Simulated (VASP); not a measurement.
**Bi2H: single point with PBE+D3(BJ)**

The system is Bi2H, a slab with vacuum.

```
Bi H
1.0
     4.27902    0.00000    0.00000
    -2.13951    3.70574    0.00000
     0.00000    0.00000   17.24715
Bi H
2 1
Cartesian
  0.0000 2.4705 5.7472
  2.1395 1.2352 4.0000
  1.4263 3.2940 6.8177
```

```
Program                : VASP 6.6.1
Task                   : single point
Functional             : PBE
Dispersion             : D3(BJ)
Potentials or basis    : VASP PAW PBE potentials, release 64 (Bi_d, H)
Cutoff                 : 520 eV
k mesh                 : 6 × 6 × 1
Occupations            : gaussian, width 0.05 eV
Spin                   : collinear spin
Starting moments       : [0.0, 0.0, 1.0] μB
Dipole correction      : yes
Further INCAR settings : ALGO = Normal; EDIFF = 1e-07; NBANDS = 26
```

| Property | Result |
| --- | --- |
| Largest force | 1.203 eV/Å |
| Net moment | 0.48 μB per cell |
| Site moments | Bi +0.03, +0.15; H +0.05 μB |
| Valence electrons inside the program's atomic spheres | Bi 12.82, 12.81; H 0.47 |
| Dispersion energy per atom | -0.173 eV |

Forces on the atoms (eV/Å):
```
Bi   0.811  0.468  0.755
Bi  -0.729 -0.421 -0.763
H   -0.081 -0.047  0.008
```

Levels at points of the mesh, in eV from the Fermi level:
Spin up:
```
           k point  band 13  band 14  band 15  band 16  band 17  band 18  band 19  band 20
(0.00, 0.00, 0.00)    -2.72    -0.41    -0.06     0.13     1.62     2.50     3.48     3.87
(0.50, 0.00, 0.00)    -4.78    -2.09    -1.59    -0.55     1.32     3.02     4.03     5.31
(0.00, 0.50, 0.00)    -3.66    -3.32    -1.63    -0.18     1.90     2.41     4.01     4.92
```
Spin down:
```
           k point  band 13  band 14  band 15  band 16  band 17  band 18
(0.00, 0.00, 0.00)    -2.46    -0.32     0.02     0.37     1.79     2.60
(0.50, 0.00, 0.00)    -4.55    -1.94    -1.48    -0.22     1.40     3.12
(0.00, 0.50, 0.00)    -3.43    -3.20    -1.55     0.16     1.99     2.54
```

Run time: 2.6 min on 1 thread of Intel(R) Xeon(R) 6975P-C (Granite Rapids), with other jobs on the host, peak memory 0.5 GiB.

Caveat: spin-orbit coupling is left out, which moves the levels of the heavy elements.
